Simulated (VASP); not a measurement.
## MoS2: single point with PBE+D3(BJ)

System: MoS2, a slab with vacuum.

```xyz
12
Lattice="6.3059 0.0000 0.0000 -3.1529 5.4611 0.0000 0.0000 0.0000 21.8983" Properties=species:S:1:pos:R:3 pbc="T T T"
S     3.1529    1.8204    8.0000
S     1.5765    4.5509    8.0000
S     0.0000    1.8204    8.0000
S    -1.5765    4.5509    8.0000
S     3.1530    1.8202   11.1382
S     1.5738    4.5494   11.1362
S    -0.0001    1.8244   11.1297
S    -1.5738    4.5493   11.1372
Mo    1.5782    0.9081    9.5689
Mo   -0.0006    3.6436    9.5647
Mo    4.7278    0.9088    9.5686
Mo    3.1536    3.6414    9.5702
```

```yaml
Program: VASP 6.6.1
Task: single point
Functional: PBE
Dispersion: D3(BJ)
Potentials_or_basis: VASP PAW PBE potentials, release 64 (S, Mo_sv)
Cutoff: 520 eV
k_mesh: 3 × 3 × 1
Occupations: gaussian, width 0.05 eV
Spin: no spin polarisation
```

| Quantity | Value |
| --- | --- |
| Largest force | 0.064 eV/Å |
| Band gap on the k mesh | 1.78 eV |
| Dispersion energy per atom | -0.320 eV |

Forces in eV/Å, atoms in the order of the input:
```
S   -0.001  0.006  0.033
S    0.022  0.005  0.002
S    0.001 -0.017  0.019
S   -0.022  0.006 -0.004
S    0.000 -0.004 -0.025
S    0.022  0.018 -0.007
S    0.001 -0.039  0.044
S   -0.022  0.018 -0.011
Mo  -0.027  0.053 -0.024
Mo   0.015 -0.056  0.027
Mo   0.025  0.037 -0.023
Mo  -0.015 -0.027 -0.032
```

Levels at points of the mesh, in eV from the valence-band top:
| k point | band 49 | band 50 | band 51 | band 52 | band 53 | band 54 | band 55 | band 56 |
| --- | --- | --- | --- | --- | --- | --- | --- | --- |
| (0.00, 0.00, 0.00) | -0.65 | -0.65 | -0.65 | -0.09 | 2.35 | 2.36 | 2.36 | 2.84 |

Wall time 16 min on 1 thread of Intel Xeon 8259CL, with other jobs on the host, peak memory 0.82 GiB.
